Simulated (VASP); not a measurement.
# Re (Im-3m) in VASP: a series of runs

Re is run at these levels: PBE; tasks: single point, relaxation of cell and atoms.

Program: VASP 6.6.1. These are calculated values, not measurements. Logs are shortened: lines on timing, memory, paths and dates and some standing lists are left out, and cuts for length are marked.

## 1. The cell of the first run

Symmetry: Im-3m, No. 229, cubic system. The conventional cell has a = 3.114 Å, b = 3.114 Å, c = 3.114 Å, α = 90.00°, β = 90.00°, γ = 90.00°. Within 3.6 Å of Re (site symmetry m-3m) lie 14 Re at 2.70 to 3.11 Å.

This isn't the form of Re at room conditions, which is hcp.

## 2. Single point, PBE

File INCAR:

```
  PREC = Accurate
  ENCUT = 600
  EDIFF = 1E-6
  ISMEAR = -1
  SIGMA = 0.1
  LREAL = F
  LASPH = T
  NELM = 120
  ALGO = Normal
  ISIF = 2
  LWAVE = F
  LCHARG = F
  GGA = PE
  NBANDS = 10
  GGA_COMPAT = F
```

File KPOINTS:

```
Automatic mesh
0
Gamma
  9 9 9
```

File POSCAR:

```
Re
1.0
   -1.5571359892      1.5571359892      1.5571359892
    1.5571359892     -1.5571359892      1.5571359892
    1.5571359892      1.5571359892     -1.5571359892
Re
1
Direct
    0.0000000000      0.0000000000      0.0000000000
```

Potentials or basis: VASP PAW PBE potentials, release 64 (Re).

The run is started by

```console
cat potpaw_PBE.64/Re/POTCAR > POTCAR
mpirun -np 1 vasp_std > vasp.out
```

OUTCAR:

```text
PREC = Accurate
   ENCUT = 600
   EDIFF = 1E-6
   ISMEAR = -1
   LREAL = F
   LASPH = T
   NELM = 120
   ISIF = 2
   GGA = PE

 ion  position               nearest neighbor table
   1  0.000  0.000  0.000-

  LATTYP: Found a body centered cubic cell.
 ALAT       =     3.1142719784

  Lattice vectors:

 A1 = (  -1.5571359892,   1.5571359892,   1.5571359892)
 A2 = (   1.5571359892,  -1.5571359892,   1.5571359892)
 A3 = (   1.5571359892,   1.5571359892,  -1.5571359892)

Analysis of symmetry for initial positions (statically):
=====================================================================
 Subroutine PRICEL returns:
 Original cell was already a primitive cell.

 Routine SETGRP: Setting up the symmetry group for a
 body centered cubic supercell.

 Subroutine GETGRP returns: Found 48 space group operations
 (whereof 48 operations were pure point group operations)
 out of a pool of 48 trial point group operations.

The static configuration has the point symmetry O_h .

Analysis of symmetry for dynamics (positions and initial velocities):
=====================================================================
 Subroutine PRICEL returns:
 Original cell was already a primitive cell.

 Routine SETGRP: Setting up the symmetry group for a
 body centered cubic supercell.

 Subroutine GETGRP returns: Found 48 space group operations
 (whereof 48 operations were pure point group operations)
 out of a pool of 48 trial point group operations.

The dynamic configuration has the point symmetry O_h .

 Subroutine INISYM returns: Found 48 space group operations
 (whereof 48 operations are pure point group operations),
 and found     1 'primitive' translations

----------------------------------------------------------------------------------------

                                     Primitive cell

  volume of cell :      15.1022

  direct lattice vectors                    reciprocal lattice vectors
    -1.557135989  1.557135989  1.557135989     0.000000000  0.321102334  0.321102334
     1.557135989 -1.557135989  1.557135989     0.321102334  0.000000000  0.321102334
     1.557135989  1.557135989 -1.557135989     0.321102334  0.321102334  0.000000000

  length of vectors
     2.697038648  2.697038648  2.697038648     0.454107275  0.454107275  0.454107275

  position of ions in fractional coordinates (direct lattice)
     0.000000000  0.000000000  0.000000000

  ion indices of the primitive-cell ions
   primitive index   ion index
                 1           1

----------------------------------------------------------------------------------------

 KPOINTS: Automatic mesh

Automatic generation of k-mesh.
 Grid dimensions read from file:
 generate k-points for:    9    9    9

 Generating k-lattice:

  Cartesian coordinates                     Fractional coordinates (reciprocal lattice)
     0.000000000  0.035678037  0.035678037     0.111111111  0.000000000  0.000000000
     0.035678037  0.000000000  0.035678037     0.000000000  0.111111111  0.000000000
     0.035678037  0.035678037  0.000000000     0.000000000  0.000000000  0.111111111

  Length of vectors
     0.050456364  0.050456364  0.050456364

  Shift w.r.t. Gamma in fractional coordinates (k-lattice)
     0.000000000  0.000000000  0.000000000

 Subroutine IBZKPT returns following result:
 ===========================================

 Found     35 irreducible k-points:

 Following reciprocal coordinates:
            Coordinates               Weight
  0.000000  0.000000  0.000000      1.000000
  0.111111  0.000000  0.000000     12.000000
  0.222222  0.000000  0.000000     12.000000
  0.333333  0.000000  0.000000     12.000000
  0.444444  0.000000  0.000000     12.000000
  0.111111  0.111111  0.000000     24.000000
[... 16 lines left out ...]
 -0.333333  0.444444  0.111111     48.000000
 -0.444444 -0.444444  0.111111     24.000000
 [... further k-points ...]
   k-points           NKPTS =     35   k-points in BZ     NKDIM =     35   number of bands    NBANDS=     10
   number of dos      NEDOS =    301   number of ions     NIONS =      1
   total plane-waves  NPLWV =  13824
   dimension x,y,z NGX =    24 NGY =   24 NGZ =   24
   dimension x,y,z NGXF=    48 NGYF=   48 NGZF=   48
   ions per type =               1
   NGX,Y,Z   is equivalent  to a cutoff of  14.79, 14.79, 14.79 a.u.
   NGXF,Y,Z  is equivalent  to a cutoff of  29.59, 29.59, 29.59 a.u.
 SYSTEM =  unknown system
   PREC   = accura    normal or accurate (medium, high low for compatibility)
   ISTART =      0    job   : 0-new  1-cont  2-samecut
   ICHARG =      2    charge: 1-file 2-atom 10-const
   ISPIN  =      1    spin polarized calculation?
   LNONCOLLINEAR =      F non collinear calculations
   LSORBIT =      F    spin-orbit coupling
   LASPH  =      T    aspherical Exc in radial PAW
   ENCUT  =  600.0 eV  44.10 Ry    6.64 a.u.   5.39  5.39  5.39*2*pi/ulx,y,z
   NELM   =    120;   NELMIN=  2; NELMDL= -5     # of ELM steps
   EDIFF  = 0.1E-05   stopping-criterion for ELM
   LREAL  =      F    real-space projection
   EDIFFG = 0.1E-04   stopping-criterion for IOM
   NSW    =      0    number of steps for IOM
   IBRION =     -1    ionic relax: 0-MD 1-quasi-New 2-CG
   NFREE  =      0    steps in history (QN), initial steepest desc. (CG)
   ISIF   =      2    stress and relaxation
   ISYM   =      2    0-nonsym 1-usesym 2-fastsym
   POTIM  = 0.5000    time-step for ionic-motion
   TEBEG  =    0.0;   TEEND  =   0.0 temperature during run
   PSTRESS=    0.0 pullay stress
   NELECT =       7.0000    total number of electrons
   NUPDOWN=      -1.0000    fix difference up-down
   EMIN   =  10.00;   EMAX   =-10.00  energy-range for DOS
   EFERMI =   0.00;   METHOD = LEGACY
   ISMEAR =    -1;   SIGMA  =   0.10  broadening in eV -4-tet -1-fermi 0-gaus
   EFERMI_NEDOS =   21; number of points for ismear=-14 and -15
   IALGO  =     38    algorithm
   IMIX   =      4    mixing-type and parameters
     AMIX     =   0.40;   BMIX     =  1.00
     AMIX_MAG =   1.60;   BMIX_MAG =  1.00
  volume/ion in A,a.u.               =      15.10       101.91
  Fermi-wavevector in a.u.,A,eV,Ry     =   1.266954  2.394197 21.839709  1.605173
  Thomas-Fermi vector in A             =   2.400128
   LORBIT       =      0    0 simple, 1 ext, 2 COOP (PROOUT), +10 PAW based schemes
   GGA     = PE    functional components
   LHFCALC =     F    Hartree Fock is set to
   AEXX    =    0.0000 exact exchange contribution
   IVDW    =     0    specifies the selected vdW correction
   LEPSILON=     F    determine dielectric tensor
   LRPA    =     F    only Hartree local field effects (RPA)
 non-spin polarized calculation
  energy-cutoff  :      600.00
  volume of cell :       15.10
 maximum number of plane-waves:       531
 NGX is ok and might be reduce to    24
   NGX = 11   NGY = 11   NGZ = 11

 number of electron       7.0000000 magnetization

 Free energy of the ion-electron system (eV)
  ---------------------------------------------------
  ext. energy  EPLUGINS =         0.00000000
  ---------------------------------------------------
  free energy    TOTEN  =       -12.11896581 eV

  energy without entropy =      -12.08163198  energy(sigma->0) =      -12.10029890

 E-fermi :   8.4577     XC(G=0): -13.5871

 val. band max:        8.4092615120   @ k =   0.2222   0.1111   0.0000
 cond. band min:       8.4718419928   @ k =  -0.4444   0.4444   0.3333
 fundamental gap:      0.0625804807
 Fermi energy:         8.4576864502

 k-point     1 :       0.0000    0.0000    0.0000
  band No.  band energies     occupation
      1      -2.1104      2.00000
      2       5.8453      2.00000
      3       5.8453      2.00000
      4       5.8453      2.00000
      5       9.2241      0.00094
      6       9.2242      0.00094
      7      23.9841      0.00000
      8      23.9841      0.00000
      9      23.9841      0.00000
     10      35.7669      0.00000

 k-point     2 :       0.1111    0.0000    0.0000
  band No.  band energies     occupation
      1      -1.5341      2.00000
      2       5.5326      2.00000
      3       5.7731      2.00000
      4       6.4070      2.00000
      5       8.8206      0.05169
      6       9.2448      0.00076
      7      24.3674      0.00000
      8      24.9566      0.00000
      9      25.0628      0.00000
     10      32.3710      0.00000

 k-point     3 :       0.2222    0.0000    0.0000
  band No.  band energies     occupation
      1      -0.0935      2.00000
      2       4.8222      2.00000
      3       5.4629      2.00000
      4       8.0064      1.97830
      5       8.5708      0.48801
      6       9.3650      0.00023
      7      24.1480      0.00000
      8      25.3354      0.00000
      9      27.5985      0.00000
     10      30.7774      0.00000

 k-point     4 :       0.3333    0.0000    0.0000
  band No.  band energies     occupation
      1       1.0612      2.00000
      2       4.1208      2.00000
      3       5.9670      2.00000
      4       8.9610      0.01295
      5       9.6378      0.00001
      6      10.3228      0.00000
      7      21.8859      0.00000
      8      22.1548      0.00000
      9      29.2989      0.00000
     10      31.2912      0.00000
[... 222 lines left out ...]
 k-point    22 :      -0.4444    0.4444    0.1111
  band No.  band energies     occupation
      1       1.6741      2.00000
      2       4.2894      2.00000
      3       6.1626      2.00000
      4       8.2996      1.65859
      5      11.6158      0.00000
      6      12.3172      0.00000
      7      18.6262      0.00000
      8      22.2728      0.00000
      9      24.9875      0.00000
     10      30.9702      0.00000

 k-point    23 :      -0.3333    0.4444    0.1111
  band No.  band energies     occupation
      1       2.4578      2.00000
      2       4.2794      2.00000
      3       5.3459      2.00000
      4       8.0074      1.97808
      5      10.3567      0.00000
      6      12.7137      0.00000
      7      19.7449      0.00000
      8      23.5418      0.00000
      9      25.8482      0.00000
     10      29.5987      0.00000

 k-point    24 :      -0.4444   -0.4444    0.1111
  band No.  band energies     occupation
      1       2.3806      2.00000
      2       4.5882      2.00000
      3       5.1708      2.00000
      4       8.0661      1.96094
      5      11.3773      0.00000
      6      14.7843      0.00000
      7      17.3958      0.00000
      8      22.1160      0.00000
      9      25.1005      0.00000
     10      30.1731      0.00000

 [... further k-points ...]

------------------------ aborting loop because EDIFF is reached ----------------------------------------

  FORCE on cell =-STRESS in cart. coord.  units (eV):
  Direction    XX          YY          ZZ          XY          YZ          ZX
  --------------------------------------------------------------------------------------
  -------------------------------------------------------------------------------------
  Total       -0.0315747     -0.0315747     -0.0315747      0.0000000     -0.0000000      0.0000000
  in kB       -3.3497310     -3.3497310     -3.3497310      0.0000000     -0.0000000      0.0000000
  external PRESSURE =      -3.3497310 kB  Pullay stress =       0.0000000 kB

 VOLUME and BASIS-vectors are now :
 -----------------------------------------------------------------------------
  energy-cutoff  :      600.00
  volume of cell :       15.10
      direct lattice vectors                 reciprocal lattice vectors
    -1.557135989  1.557135989  1.557135989     0.000000000  0.321102334  0.321102334
     1.557135989 -1.557135989  1.557135989     0.321102334  0.000000000  0.321102334
     1.557135989  1.557135989 -1.557135989     0.321102334  0.321102334  0.000000000

 POSITION                                       TOTAL-FORCE (eV/Angst)
 -----------------------------------------------------------------------------------
      0.00000      0.00000      0.00000        -0.000000     -0.000000      0.000000
 -----------------------------------------------------------------------------------
    total drift:                               -0.000000      0.000000     -0.000000

  FREE ENERGIE OF THE ION-ELECTRON SYSTEM (eV)
  ---------------------------------------------------
  free  energy   TOTEN  =       -12.1189658068 eV

  energy  without entropy=      -12.0816319849  energy(sigma->0) =      -12.10029890
```

Wall time 5.6 s (1 thread of Intel Xeon Platinum 8259CL at 2.50GHz (Skylake/Cascade Lake), shared host); peak memory 0.14 GiB.

Results:

- Free energy: -12.1190 eV
- Pressure: -0.3 GPa
- Band gap on the k mesh: zero (an odd number of electrons rules out a gap without spin polarisation)

Caveat: spin-orbit coupling is left out, which moves the levels of the heavy elements.

(Part 1 of 2 ends here.)
